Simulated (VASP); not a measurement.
Runs of VASP 6.6.1 on Cr. The structure is that of space group Im-3m (No. 229), or close to it. The cells are those of the table. 

| cell | gap on the mesh (eV) | pressure (GPa) |
| --- | --- | --- |
| a = 2.539 Å, angles 108.8, 108.8, 110.8°, 1 atom | none | -26.9 |
| a = 2.560 Å, angles 109.5°, 1 atom | none | (a) |
| a = 2.519 Å, angles 110.1, 110.1, 108.1°, 1 atom | none | (b) |
| a = 2.540 Å, angles 110.8, 110.8, 106.8°, 1 atom | none | -26.6 |
| a = 2.477 Å, angles 108.8, 108.8, 110.8°, 1 atom | none | -12.4 |
| a = 2.457 Å, angles 108.1, 108.1, 112.2°, 1 atom | none | -5.8 |
| a = 2.414 Å, angles 108.8, 108.8, 110.9°, 1 atom | none | (c) |
| a = 2.581 Å, angles 110.1, 110.1, 108.2°, 1 atom | none | -33.6 |

Alike in all rows: task single point; level PBEsol; potentials or basis VASP PAW PBE potentials, release 64 (Cr_pv); no spin polarisation; k mesh 24 × 24 × 24; cutoff (eV) 520; smearing gaussian 0.15 eV.

Problem. Fill in the values left out.

Solution. (a) -30.6; (b) -22.8; (c) 8.3.

Caveats: the PAW data sets were made with another functional, which shifts forces and pressure a little; the run has no spin polarisation, though such a crystal can be magnetic.

A gap of «none» marks levels without a gap at the run's occupations.
